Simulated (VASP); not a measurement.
Set up this calculation in VASP 6.6.1, as the native input.

* Task: single point
* Functional: PBE
* Potentials or basis: VASP PAW PBE potentials, release 64 (Mg, Si, N)
* Cutoff: 600 eV
* k mesh: 4 × 4 × 3
* Occupations: gaussian, width 0.2 eV
* Spin: no spin polarisation
* Dipole correction: no
* Further INCAR settings: ALGO = Normal; EDIFF = 1e-06; NBANDS = 20

The structure of Mg2Si3N lies in POSCAR:

```
Mg2Si3N
1.0
    5.2519014127      0.0000000000      0.0000000000
   -2.6259507064      4.5482800416      0.0000000000
    0.0000000000      0.0000000000      5.1163212557
Mg Si N
2 3 1
Direct
    0.3333333333      0.6666666667      0.5503043162
    0.6666666667      0.3333333333      0.6025425467
    0.5133990510      0.4866009490      0.1200212240
    0.5133990510      0.0267981019      0.1200212240
    0.9732018981      0.4866009490      0.1200212240
    0.3333333333      0.6666666667      0.9497449051
```

The cell was built from a structure type or drawn by symmetry, and may not be a known phase.

The input as run:

INCAR

```
ALGO     = Normal         # electronic algorithm
EDIFF    = 1E-6           # SCF threshold, eV
ENCUT    = 600            # plane-wave cutoff, eV
GGA      = PE             # functional
GGA_COMPAT= F            
ISIF     = 2              # what is computed and relaxed
ISMEAR   = 0              # smearing method
LASPH    = T              # aspherical terms in the spheres
LCHARG   = F              # write CHGCAR
LREAL    = F              # projectors in reciprocal space
LWAVE    = F              # write WAVECAR
NBANDS   = 20             # bands
NELM     = 120            # most SCF steps
PREC     = Accurate       # precision mode
SIGMA    = 0.2            # smearing width, eV
```

KPOINTS

```
k-points
0
Gamma
  4 4 3
```

Potentials or basis: VASP PAW PBE potentials, release 64 (Mg, Si, N).

Launch:

```bash
$ cat potpaw_PBE.64/Mg/POTCAR potpaw_PBE.64/Si/POTCAR potpaw_PBE.64/N/POTCAR > POTCAR
$ mpirun -np 1 vasp_std > vasp.out
```

It gave:

```yaml
Pressure: 0.4 GPa
Largest_force: 0.073 eV/Å
Band_gap_on_the_k_mesh: zero (an odd number of electrons rules out a gap without spin polarisation)
```

Caveat: the k points lie up to 0.41 Å⁻¹ apart, too coarse for converged energies and pressures of a metal.

Run time: 72 s on 1 thread of Intel Xeon 8259CL, on a shared host, peak memory 0.26 GiB.
